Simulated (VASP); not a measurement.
# MgB2 (P6/mmm) in VASP: a series of runs

Runs on MgB2. Level: PBEsol. Tasks: relaxation of cell and atoms, relaxation of shape and atoms at fixed volume.

Everything below comes from runs of VASP 6.6.1. Logs are shortened: lines on timing, memory, paths and dates and some standing lists are left out, and cuts for length are marked.

### Step 1. The cell of the first run

The structure is hexagonal, space group P6/mmm (No. 191). The conventional cell has a = 3.039 Å, b = 3.039 Å, c = 3.445 Å, α = 90.00°, β = 90.00°, γ = 120.00°. Mg (site symmetry 6/mmm) has 12 B at 2.46 Å and 6 Mg at 3.04 Å within 3.2 Å. Within 2.3 Å of B (site symmetry -6m2) lie 3 B at 1.75 Å.

### Step 2. Relaxation of cell and atoms, PBEsol, target pressure 15 GPa, at which the enthalpy is minimised

The input, INCAR:

```
SYSTEM = MgB2
ALGO = Normal
EDIFF = 1E-7
EDIFFG = -0.001
ENCUT = 600
GGA = PS
IBRION = 2
ISIF = 3
ISMEAR = -1
LASPH = .TRUE.
LCHARG = .FALSE.
LREAL = .FALSE.
LWAVE = .FALSE.
NELM = 100
NSW = 80
PREC = Accurate
PSTRESS = 150.0
SIGMA = 0.15
```

The input, KPOINTS:

```
k-points
0
G
  15 15 12
  0 0 0
```

The input, POSCAR:

```
MgB2
1.0
    3.0385946376      0.0000000000      0.0000000000
   -1.5192973188      2.6315001480      0.0000000000
    0.0000000000      0.0000000000      3.4450968801
Mg B
1 2
Direct
    0.0000000000      0.0000000000      0.0000000000
    0.3333333333      0.6666666667      0.5000000000
    0.6666666667      0.3333333333      0.5000000000
```

Potentials or basis: VASP PAW PBE potentials, release 64 (Mg, B).

On the command line:

```bash
cat potpaw_PBE.64/Mg/POTCAR potpaw_PBE.64/B/POTCAR > POTCAR
mpirun -np 1 vasp_std > vasp.out
```

OUTCAR:

```text
SYSTEM = MgB2
   EDIFF = 1E-7
   EDIFFG = -0.001
   ENCUT = 600
   GGA = PS
   IBRION = 2
   ISIF = 3
   ISMEAR = -1
   LASPH = .TRUE.
   LREAL = .FALSE.
   NELM = 100
   NSW = 80
   PREC = Accurate
   PSTRESS = 150.0

 ion  position               nearest neighbor table
   1  0.000  0.000  0.000-   2 2.46   3 2.46   2 2.46   3 2.46   3 2.46   3 2.46   2 2.46   2 2.46
                             3 2.46   3 2.46   2 2.46   2 2.46
   2  0.333  0.667  0.500-   3 1.75   3 1.75   3 1.75   1 2.46   1 2.46   1 2.46   1 2.46   1 2.46
                             1 2.46
   3  0.667  0.333  0.500-   2 1.75   2 1.75   2 1.75   1 2.46   1 2.46   1 2.46   1 2.46   1 2.46
                             1 2.46

  LATTYP: Found a hexagonal cell.
 ALAT       =     3.0385946376
 C/A-ratio  =     1.1337796880

  Lattice vectors:

 A1 = (   3.0385946376,   0.0000000000,   0.0000000000)
 A2 = (  -1.5192973188,   2.6315001480,   0.0000000000)
 A3 = (   0.0000000000,   0.0000000000,   3.4450968801)

Analysis of symmetry for initial positions (statically):
=====================================================================
 Subroutine PRICEL returns:
 Original cell was already a primitive cell.

 Routine SETGRP: Setting up the symmetry group for a
 hexagonal supercell.

 Subroutine GETGRP returns: Found 24 space group operations
 (whereof 24 operations were pure point group operations)
 out of a pool of 24 trial point group operations.

The static configuration has the point symmetry D_6h.

Analysis of symmetry for dynamics (positions and initial velocities):
=====================================================================
 Subroutine PRICEL returns:
 Original cell was already a primitive cell.

 Routine SETGRP: Setting up the symmetry group for a
 hexagonal supercell.

 Subroutine GETGRP returns: Found 24 space group operations
 (whereof 24 operations were pure point group operations)
 out of a pool of 24 trial point group operations.

The dynamic configuration has the point symmetry D_6h.

 Subroutine INISYM returns: Found 24 space group operations
 (whereof 24 operations are pure point group operations),
 and found     1 'primitive' translations

----------------------------------------------------------------------------------------

                                     Primitive cell

  volume of cell :      27.5472

  direct lattice vectors                    reciprocal lattice vectors
     3.038594638  0.000000000  0.000000000     0.329099508  0.190005689  0.000000000
    -1.519297319  2.631500148  0.000000000     0.000000000  0.380011379  0.000000000
     0.000000000  0.000000000  3.445096880     0.000000000  0.000000000  0.290267599

  length of vectors
     3.038594638  3.038594638  3.445096880     0.380011379  0.380011379  0.290267599

  position of ions in fractional coordinates (direct lattice)
     0.000000000  0.000000000  0.000000000
     0.333333333  0.666666667  0.500000000
     0.666666667  0.333333333  0.500000000

  ion indices of the primitive-cell ions
   primitive index   ion index
                 1           1
                 2           2
                 3           3

----------------------------------------------------------------------------------------

 KPOINTS: k-points

Automatic generation of k-mesh.
 Grid dimensions read from file:
 generate k-points for:   15   15   12

 Generating k-lattice:

  Cartesian coordinates                     Fractional coordinates (reciprocal lattice)
     0.021939967  0.012667046  0.000000000     0.066666667  0.000000000  0.000000000
     0.000000000  0.025334092  0.000000000     0.000000000  0.066666667  0.000000000
     0.000000000  0.000000000  0.024188967     0.000000000  0.000000000  0.083333333

  Length of vectors
     0.025334092  0.025334092  0.024188967

  Shift w.r.t. Gamma in fractional coordinates (k-lattice)
     0.000000000  0.000000000  0.000000000

 Subroutine IBZKPT returns following result:
 ===========================================

 Found    189 irreducible k-points:

 Following reciprocal coordinates:
[... 40 lines left out ...]
   IALGO  =     38    algorithm
   IMIX   =      4    mixing-type and parameters
     AMIX     =   0.40;   BMIX     =  1.00
     AMIX_MAG =   1.60;   BMIX_MAG =  1.00
  volume/ion in A,a.u.               =       9.18        61.97
  Fermi-wavevector in a.u.,A,eV,Ry     =   1.084124  2.048697 15.991265  1.175325
  Thomas-Fermi vector in A             =   2.220207
   LORBIT       =      0    0 simple, 1 ext, 2 COOP (PROOUT), +10 PAW based schemes
   GGA     = PS    functional components
   LHFCALC =     F    Hartree Fock is set to
   AEXX    =    0.0000 exact exchange contribution
   IVDW    =     0    specifies the selected vdW correction
   LEPSILON=     F    determine dielectric tensor
   LRPA    =     F    only Hartree local field effects (RPA)
 conjugate gradient relaxation of ions
 non-spin polarized calculation
  energy-cutoff  :      600.00
  volume of cell :       27.55
 maximum number of plane-waves:       942
   NGX = 13   NGY = 13   NGZ = 13

--------------------------------------- Ionic step        1  -------------------------------------------

 number of electron       8.0000000 magnetization

 Free energy of the ion-electron system (eV)
  ---------------------------------------------------
  ext. energy  EPLUGINS =         0.00000000
  ---------------------------------------------------
  free energy    TOTEN  =       -16.23686967 eV

  energy without entropy =      -16.18774153  energy(sigma->0) =      -16.21230560

------------------------ aborting loop because EDIFF is reached ----------------------------------------

  FORCE on cell =-STRESS in cart. coord.  units (eV):
  Direction    XX          YY          ZZ          XY          YZ          ZX
  --------------------------------------------------------------------------------------
  -------------------------------------------------------------------------------------
  Total        0.8783896      0.8783896      0.8404962      0.0000000      0.0000000     -0.0000000
  in kB       51.0881479     51.0881479     48.8842231      0.0000000      0.0000000     -0.0000000
  external PRESSURE =     -99.6464937 kB  Pullay stress =     150.0000000 kB
[... 219 lines left out ...]
  enthalpy is  TOTEN    =       -13.7054080719 eV   P V=        2.4416664900

--------------------------------------- Ionic step        7  -------------------------------------------

 number of electron       8.0000000 magnetization

 Free energy of the ion-electron system (eV)
  ---------------------------------------------------
  ext. energy  EPLUGINS =         0.00000000
  ---------------------------------------------------
  free energy    TOTEN  =       -16.14733472 eV

  energy without entropy =      -16.09921148  energy(sigma->0) =      -16.12327310

 E-fermi :   5.9693     XC(G=0): -11.4319

 val. band max:        5.9534597907   @ k =   0.3333   0.2000   0.3333
 cond. band min:       5.9885475098   @ k =   0.3333   0.1333   0.4167
 fundamental gap:      0.0350877190
 Fermi energy:         5.9693009622

 k-point     1 :       0.0000    0.0000    0.0000
  band No.  band energies     occupation
      1      -7.0684      2.00000
      2       3.0509      2.00000
      3       6.3201      0.17598
      4       6.3201      0.17598
      5       8.1975      0.00000
      6      12.5211      0.00000
      7      12.5211      0.00000
      8      14.9344      0.00000
[... 243 lines left out ...]
 k-point    24 :       0.4000    0.2000    0.0000
  band No.  band energies     occupation
      1      -2.4318      2.00000
      2      -1.8513      2.00000
      3       1.2385      2.00000
      4       6.9071      0.00384
      5       9.0136      0.00000
      6      12.2534      0.00000
      7      12.3509      0.00000
      8      15.1974      0.00000

 [... further k-points ...]

------------------------ aborting loop because EDIFF is reached ----------------------------------------

  FORCE on cell =-STRESS in cart. coord.  units (eV):
  Direction    XX          YY          ZZ          XY          YZ          ZX
  --------------------------------------------------------------------------------------
  -------------------------------------------------------------------------------------
  Total        2.4405047      2.4405047      2.4432235     -0.0000000      0.0000000      0.0000000
  in kB      149.9126831    149.9126831    150.0796899     -0.0000000      0.0000000      0.0000000
  external PRESSURE =      -0.0316480 kB  Pullay stress =     150.0000000 kB
[... 18 lines left out ...]
  FREE ENERGIE OF THE ION-ELECTRON SYSTEM (eV)
  ---------------------------------------------------
  free  energy   TOTEN  =       -16.1473347250 eV

  energy  without entropy=      -16.0992114802  energy(sigma->0) =      -16.12327310

  enthalpy is  TOTEN    =       -13.7054085349 eV   P V=        2.4419261901

 reached required accuracy - stopping structural energy minimisation
```

Run time: 1.9 min. Hardware: 1 thread of Intel Xeon 8259CL, shared host; peak memory 0.2 GiB.

Results:

```
Free energy                                                : -16.1473 eV
Relaxed volume                                             : 8.69 Å³/atom
Relaxed cell                                               : a = 2.996 Å, b = 2.996 Å, c = 3.354 Å, α = 90.00°, β = 90.00°, γ = 120.00°
Space group after relaxing (to 0.1 Å)                      : P6/mmm (No. 191)
Energy change on relaxing (the run minimises the enthalpy) : +29.8 meV/atom
Ionic steps                                                : 7
Pressure after relaxing                                    : 15.0 GPa
Band gap on the k mesh                                     : zero (bands 4 and 5 overlap by 4.26 eV)
```

The path:
```tsv
step	energy change (eV)	largest force (eV/Å)	pressure (GPa)	volume (Å³)
1	0.0000	0.0000	5.04	27.55
2	0.1799	0.0000	22.07	25.33
3	0.0853	0.0000	15.01	26.15
4	0.0881	0.0000	15.01	26.10
5	0.0897	0.0000	15.01	26.08
6	0.0898	0.0000	15.01	26.08
7	0.0895	0.0000	15.00	26.08
```

Final structure:
```xyz
3
Lattice="2.9965 0.0000 0.0000 -1.4982 2.5950 0.0000 0.0000 0.0000 3.3542" Properties=species:S:1:pos:R:3 pbc="T T T"
Mg    0.0000    0.0000    0.0000
B     0.0000    1.7300    1.6771
B     1.4982    0.8650    1.6771
```

Levels at points of the mesh, in eV from the Fermi level:
| k point | band 1 | band 2 | band 3 | band 4 | band 5 | band 6 | band 7 | band 8 |
| --- | --- | --- | --- | --- | --- | --- | --- | --- |
| (0.00, 0.00, 0.00) | -13.04 | -2.92 | 0.35 | 0.35 | 2.23 | 6.55 | 6.55 | 8.97 |
| (0.00, 0.00, 0.50) | -11.53 | -7.90 | 0.83 | 0.83 | 6.85 | 6.85 | 8.37 | 11.45 |

Caveat: the cell is relaxed towards a set pressure, so the run minimises the enthalpy, not the energy; the PAW data sets were made with another functional, which shifts forces and pressure a little.

### Step 3. Relaxation of shape and atoms at fixed volume, PBEsol (9.29 Å³/atom)

This run uses another cell than the first one, of 9.29 Å³/atom.

The input, INCAR:

```
PREC = Accurate
ENCUT = 600
EDIFF = 1E-6
ISMEAR = -1
SIGMA = 0.15
LREAL = F
LASPH = T
NELM = 80
ALGO = Normal
ISIF = 4
LWAVE = F
LCHARG = F
GGA = PS
IBRION = 2
NSW = 80
EDIFFG = -0.001
```

The input, KPOINTS:

```
Automatic mesh
0
Gamma
  15 15 12
```

The input, POSCAR:

```
MgB2
1.0
    3.0436497880      0.0000000000      0.0000000000
   -1.5218248940      2.6358780366      0.0000000000
    0.0000000000      0.0000000000      3.4750109319
Mg B
1 2
Direct
    0.0000000000      0.0000000000      0.0000000000
    0.3333333333      0.6666666667      0.5000000000
    0.6666666667      0.3333333333      0.5000000000
```

Potentials or basis: VASP PAW PBE potentials, release 64 (Mg, B).

On the command line:

```bash
cat potpaw_PBE.64/Mg/POTCAR potpaw_PBE.64/B/POTCAR > POTCAR
mpirun -np 1 vasp_std > vasp.out
```

It took 51 s on 1 thread of Intel Xeon 8259CL, shared host; peak memory 0.19 GiB.

Results (log left out):

* Free energy: -16.2454 eV
* Energy gained by relaxing: 0.2 meV/atom
* Ionic steps: 3
* Pressure after relaxing: 3.1 GPa
* Band gap on the k mesh: zero (bands 4 and 5 overlap by 3.97 eV)

The path:
```tsv
step	energy change (eV)	largest force (eV/Å)	pressure (GPa)	volume (Å³)
1	0.0000	0.0000	3.28	27.88
2	-0.0004	0.0000	3.09	27.88
3	-0.0005	0.0000	3.06	27.88
```

Final structure:
```cif
data_structure
_symmetry_space_group_name_H-M 'P 1'
_symmetry_Int_Tables_number 1
_cell_length_a 3.0489
_cell_length_b 3.0489
_cell_length_c 3.4632
_cell_angle_alpha 90.000
_cell_angle_beta 90.000
_cell_angle_gamma 120.000
_cell_volume 27.88
loop_
_atom_site_label
_atom_site_type_symbol
_atom_site_fract_x
_atom_site_fract_y
_atom_site_fract_z
_atom_site_occupancy
Mg1 Mg 0.00000 0.00000 0.00000 1
B1 B 0.33333 0.66667 0.50000 1
B2 B 0.66667 0.33333 0.50000 1
```

Levels at points of the mesh, in eV from the Fermi level:
```csv
k point,band 1,band 2,band 3,band 4,band 5,band 6,band 7,band 8
"(0.00, 0.00, 0.00)",-12.64,-2.95,0.38,0.38,1.82,6.41,6.41,8.48
"(0.00, 0.00, 0.50)",-11.28,-7.61,0.79,0.79,6.73,6.73,8.14,10.44
```

Caveat: the PAW data sets were made with another functional, which shifts forces and pressure a little.

### Step 4. Relaxation of cell and atoms, PBEsol

This run uses another cell than the first one, of 9.48 Å³/atom.

The input, INCAR:

```
  ALGO = Normal
  EDIFF = 1E-7
  EDIFFG = -0.001
  ENCUT = 600
  GGA = PS
  IBRION = 2
  ISIF = 3
  ISMEAR = -1
  LASPH = True
  LCHARG = False
  LREAL = False
  LWAVE = False
  NELM = 100
  NSW = 80
  PREC = Accurate
  SIGMA = 0.15
```

The input, KPOINTS:

```
k-points
0
Gamma
  15 15 12
```

The input, POSCAR:

```
MgB2
1.0
    3.0616909799      0.0000000000      0.0000000000
   -1.5308454900      2.6515021671      0.0000000000
    0.0000000000      0.0000000000      3.5044564399
Mg B
1 2
Direct
    0.0000000000      0.0000000000      0.0000000000
    0.3333333333      0.6666666667      0.5000000000
    0.6666666667      0.3333333333      0.5000000000
```

On the command line:

```bash
cat potpaw_PBE.64/Mg/POTCAR potpaw_PBE.64/B/POTCAR > POTCAR
mpirun -np 1 vasp_std > vasp.out
```

It took 72 s on 1 thread of Intel Xeon 8259CL, shared host; peak memory 0.2 GiB.

It converged, with:

```
Free energy                           : -16.2509 eV
Relaxed volume                        : 9.48 Å³/atom
Relaxed cell                          : a = 3.065 Å, b = 3.065 Å, c = 3.496 Å, α = 90.00°, β = 90.00°, γ = 120.00°
Space group after relaxing (to 0.1 Å) : P6/mmm (No. 191)
Energy gained by relaxing             : 0.1 meV/atom
Ionic steps                           : 5
Pressure after relaxing               : 0.0 GPa
Band gap on the k mesh                : zero (bands 4 and 5 overlap by 3.88 eV)
```

The path:
```csv
step,energy change (eV),largest force (eV/Å),pressure (GPa),volume (Å³)
1,0.0000,0.0000,0.09,28.45
2,-0.0002,0.0000,-0.15,28.47
3,-0.0002,0.0000,-0.16,28.47
4,-0.0002,0.0000,0.02,28.44
5,-0.0002,0.0000,0.00,28.44
```

Final structure:
```xyz
3
Lattice="3.0648 0.0000 0.0000 -1.5324 2.6542 0.0000 0.0000 0.0000 3.4963" Properties=species:S:1:pos:R:3 pbc="T T T"
Mg    0.0000    0.0000    3.4963
B     0.0000    1.7694    1.7481
B     1.5324    0.8847    1.7481
```

Levels at points of the mesh, in eV from the Fermi level:
| k point | band 1 | band 2 | band 3 | band 4 | band 5 | band 6 | band 7 | band 8 |
| --- | --- | --- | --- | --- | --- | --- | --- | --- |
| (0.00, 0.00, 0.00) | -12.52 | -2.96 | 0.39 | 0.39 | 1.70 | 6.36 | 6.36 | 8.33 |
| (0.00, 0.00, 0.50) | -11.21 | -7.53 | 0.78 | 0.78 | 6.69 | 6.69 | 8.07 | 10.16 |

Caveat: the PAW data sets were made with another functional, which shifts forces and pressure a little.

### Step 5. Relaxation of cell and atoms, PBEsol, target pressure 5 GPa, at which the enthalpy is minimised

This run uses another cell than the first one, of 9.48 Å³/atom.

The input, INCAR:

```
SYSTEM = MgB2
  ALGO = Normal
  EDIFF = 1E-6
  EDIFFG = -0.001
  ENCUT = 600
  GGA = PS
  IBRION = 2
  ISIF = 3
  ISMEAR = -1
  LASPH = .True.
  LCHARG = .False.
  LREAL = .False.
  LWAVE = .False.
  NELM = 60
  NSW = 80
  PREC = Accurate
  PSTRESS = 50.0
  SIGMA = 0.15
```

The input, KPOINTS:

```
k-points
0
Gamma
  15 15 12
  0 0 0
```

The input, POSCAR:

```
MgB2
1.0
    3.0642156131      0.0000000000      0.0000000000
   -1.5321078066      2.6536885636      0.0000000000
    0.0000000000      0.0000000000      3.4984914478
Mg B
1 2
Direct
    0.0000000000      0.0000000000      0.0000000000
    0.3333333333      0.6666666667      0.5000000000
    0.6666666667      0.3333333333      0.5000000000
```

On the command line:

```bash
cat potpaw_PBE.64/Mg/POTCAR potpaw_PBE.64/B/POTCAR > POTCAR
mpirun -np 1 vasp_std > vasp.out
```

It took 80 s on 1 thread of Intel Xeon 8259CL, shared host; peak memory 0.2 GiB.

The run converged. Its results:

```yaml
Free_energy: -16.2373 eV
Relaxed_volume: 9.18 Å³/atom
Relaxed_cell: a = 3.039 Å, b = 3.039 Å, c = 3.444 Å, α = 90.00°, β = 90.00°, γ = 120.00°
Space_group_after_relaxing_to_0.1_Å: P6/mmm (No. 191)
Energy_change_on_relaxing_the_run_minimises_the_enthalpy: +4.5 meV/atom
Ionic_steps: 5
Pressure_after_relaxing: 5.0 GPa
Band_gap_on_the_k_mesh: zero (bands 4 and 5 overlap by 4.02 eV)
```

The path:
```tsv
step	energy change (eV)	largest force (eV/Å)	pressure (GPa)	volume (Å³)
1	0.0000	0.0000	-0.01	28.45
2	0.0264	0.0000	7.31	27.24
3	0.0130	0.0000	5.03	27.59
4	0.0133	0.0000	5.01	27.56
5	0.0136	0.0000	5.01	27.55
```

Final structure:
```
Mg B
1.0
     3.03927    0.00000    0.00000
    -1.51964    2.63209    0.00000
     0.00000    0.00000    3.44350
Mg B
1 2
Direct
  0.00000 0.00000 0.00000
  0.33333 0.66667 0.50000
  0.66667 0.33333 0.50000
```

Levels at points of the mesh, in eV from the Fermi level:
| k point | band 1 | band 2 | band 3 | band 4 | band 5 | band 6 | band 7 | band 8 |
| --- | --- | --- | --- | --- | --- | --- | --- | --- |
| (0.00, 0.00, 0.00) | -12.71 | -2.95 | 0.38 | 0.38 | 1.89 | 6.43 | 6.43 | 8.57 |
| (0.00, 0.00, 0.50) | -11.32 | -7.66 | 0.80 | 0.80 | 6.75 | 6.75 | 8.18 | 10.62 |

Caveat: the cell is relaxed towards a set pressure, so the run minimises the enthalpy, not the energy; the PAW data sets were made with another functional, which shifts forces and pressure a little.

### Step 6. The runs side by side

| task | cell | gap on the mesh (eV) | pressure (GPa) |
| --- | --- | --- | --- |
| relaxation of cell and atoms | relaxed to 15 GPa from a = 3.039, b = 3.039, c = 3.445 Å, angles 90.0, 90.0, 120.0°, 3 atoms | none | 15.0 |
| relaxation of shape and atoms at fixed volume | relaxed from a = 3.044, b = 3.044, c = 3.475 Å, angles 90.0, 90.0, 120.0°, 3 atoms | none | 3.1 |
| relaxation of cell and atoms | relaxed from a = 3.062, b = 3.062, c = 3.504 Å, angles 90.0, 90.0, 120.0°, 3 atoms | none | 0.0 |
| relaxation of cell and atoms | relaxed to 5 GPa from a = 3.064, b = 3.064, c = 3.498 Å, angles 90.0, 90.0, 120.0°, 3 atoms | none | 5.0 |

Alike in all rows: level PBEsol; potentials or basis VASP PAW PBE potentials, release 64 (Mg, B); no spin polarisation; k mesh 15 × 15 × 12; cutoff (eV) 600; smearing fermi-dirac 0.15 eV.

Caveats: the PAW data sets were made with another functional, which shifts forces and pressure a little; the cell is relaxed towards a set pressure, so the run minimises the enthalpy, not the energy (at least some runs).

Total energies depend on the potentials used, so only differences within one code and one set of settings carry meaning.

The gap in the log of VASP goes by the Fermi energy; the results here count the filled bands.